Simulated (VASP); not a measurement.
A run of VASP 6.6.1 is set up as follows.

Contents of INCAR:

```
PREC = Accurate
ENCUT = 520
EDIFF = 1E-7
ISMEAR = 0
SIGMA = 0.1
LREAL = False
LASPH = True
NELM = 80
ALGO = Normal
ISIF = 2
LWAVE = False
LCHARG = True
GGA = PE
IVDW = 12
LELF = True
LVHAR = True
NBANDS = 26
```

File KPOINTS:

```
Automatic mesh
0
Gamma
  4 2 4
```

POSCAR

```
BeTe
1.0
    3.8627921312      0.0000000000      0.0000000000
    0.0000000000     14.2566541634      0.0000000000
    0.0000000000      0.0000000000      3.8609521619
Be Te
4 4
Direct
    0.0000000000      0.7500568261      0.2516914406
    0.5000000000      0.7499431739      0.7483085594
    0.5000000000      0.2500568261      0.7483085594
    0.0000000000      0.2499431739      0.2516914406
    0.0000000000      0.6426396805      0.7517021404
    0.5000000000      0.8573603195      0.2482978596
    0.5000000000      0.1426396805      0.2482978596
    0.0000000000      0.3573603195      0.7517021404
```

Potentials or basis: VASP PAW PBE potentials, release 64 (Be, Te).

Run with:

```sh
$ cat potpaw_PBE.64/Be/POTCAR potpaw_PBE.64/Te/POTCAR > POTCAR
$ mpirun -np 1 vasp_std > vasp.out
```

Task: Predict the pressure.

Result: 0.2 GPa.

Task: Predict the largest force.

Result: 0.039 eV/Å.

Task: Predict the band gap on the k mesh.

Result: 2.12 eV.

Task: What does it give for the dispersion energy per atom?

Result: -0.290 eV.

Forces in eV/Å, atoms in the order of the input:
```
Be   0.000 -0.003 -0.008
Be   0.000  0.003  0.008
Be   0.000 -0.003  0.008
Be   0.000  0.003 -0.008
Te   0.000 -0.039 -0.004
Te   0.000  0.039  0.004
Te   0.000 -0.039  0.004
Te   0.000  0.039 -0.004
```

Caveat: spin-orbit coupling is left out, which moves the levels of the heavy elements. A k mesh can miss the band edges.
